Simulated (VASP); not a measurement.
A run of VASP 6.6.1 is set up as follows.

INCAR

```
SYSTEM = Li2O
ALGO = Normal
EDIFF = 1E-7
EDIFFG = -0.001
ENCUT = 750
GGA = PE
GGA_COMPAT = .False.
IBRION = 2
ISIF = 3
ISMEAR = 0
LASPH = .True.
LCHARG = .False.
LREAL = .False.
LWAVE = .False.
NELM = 120
NELMIN = 4
NSW = 80
PREC = Accurate
SIGMA = 0.01
```

Contents of KPOINTS:

```
k-points
0
Gamma
  8 8 8
  0 0 0
```

Contents of POSCAR:

```
Li2O
1.0
    0.0000000000      2.3131900688      2.3131900688
    2.3131900688      0.0000000000      2.3131900688
    2.3131900688      2.3131900688      0.0000000000
Li O
2 1
Direct
    0.7500000000      0.7500000000      0.7500000000
    0.2500000000      0.2500000000      0.2500000000
    0.5000000000      0.5000000000      0.5000000000
```

Potentials or basis: VASP PAW PBE potentials, release 64 (Li_sv, O).

Launch:

```sh
$ cat potpaw_PBE.64/Li_sv/POTCAR potpaw_PBE.64/O/POTCAR > POTCAR
$ mpirun -np 1 vasp_std > vasp.out
```

Estimate the relaxed cell.

a = 3.267 Å, b = 3.267 Å, c = 3.267 Å, α = 60.00°, β = 60.00°, γ = 60.00°.

Estimate the space group after relaxing (to 0.1 Å).

Fm-3m (No. 225).

Predict the band gap on the k mesh.

4.98 eV (least direct gap 5.26 eV).

Estimate the relaxed volume.

8.22 Å³/atom.

Final structure:
```
Li O
1.0
     0.00000    2.31000    2.31000
     2.31000    0.00000    2.31000
     2.31000    2.31000    0.00000
Li O
2 1
Direct
  0.75000 0.75000 0.75000
  0.25000 0.25000 0.25000
  0.50000 0.50000 0.50000
```

A k mesh can miss the band edges.
